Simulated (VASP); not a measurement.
A run of VASP 6.6.1 is set up as follows.

File POSCAR:

```
InAs
1.0
    0.0000000000      3.0240445683      3.0240445683
    3.0240445683      0.0000000000      3.0240445683
    3.0240445683      3.0240445683      0.0000000000
In As
1 1
Direct
    0.0000000000      0.0000000000      0.0000000000
    0.2500000000      0.2500000000      0.2500000000
```

File INCAR.step1:

```
ALGO = Normal
EDIFF = 1E-4
ENCUT = 520
GGA = PE
ISMEAR = -1
LASPH = True
LCHARG = False
LREAL = False
LWAVE = True
NBANDS = 16
NELM = 80
PREC = Accurate
SIGMA = 0.02
```

INCAR.step2

```
ALGO = Normal
EDIFF = 1E-6
ENCUT = 520
ISIF = 2
ISMEAR = -1
ISTART = 1
LASPH = True
LCHARG = False
LMIXTAU = True
LREAL = False
LWAVE = False
METAGGA = R2SCAN
NBANDS = 16
NELM = 80
PREC = Accurate
SIGMA = 0.02
```

KPOINTS

```
k-points
0
Gamma
  8 8 8
```

Potentials or basis: VASP PAW PBE potentials, release 64 (In_d, As).

Command:

```sh
$ cat potpaw_PBE.64/In_d/POTCAR potpaw_PBE.64/As/POTCAR > POTCAR
$ cp INCAR.step1 INCAR
$ mpirun -np 1 vasp_std > vasp.out
$ cp INCAR.step2 INCAR
$ mpirun -np 1 vasp_std > vasp.out
```

(1) Predict the band gap on the k mesh.

(2) Estimate the pressure.

## Answers

(1) 0.25 eV, direct.

(2) 1.8 GPa.

Caveat: the cell differs from its parent crystal (strain -1.0%); the PAW data sets were made with another functional, which shifts forces and pressure a little; spin-orbit coupling is left out, which moves the levels of the heavy elements.
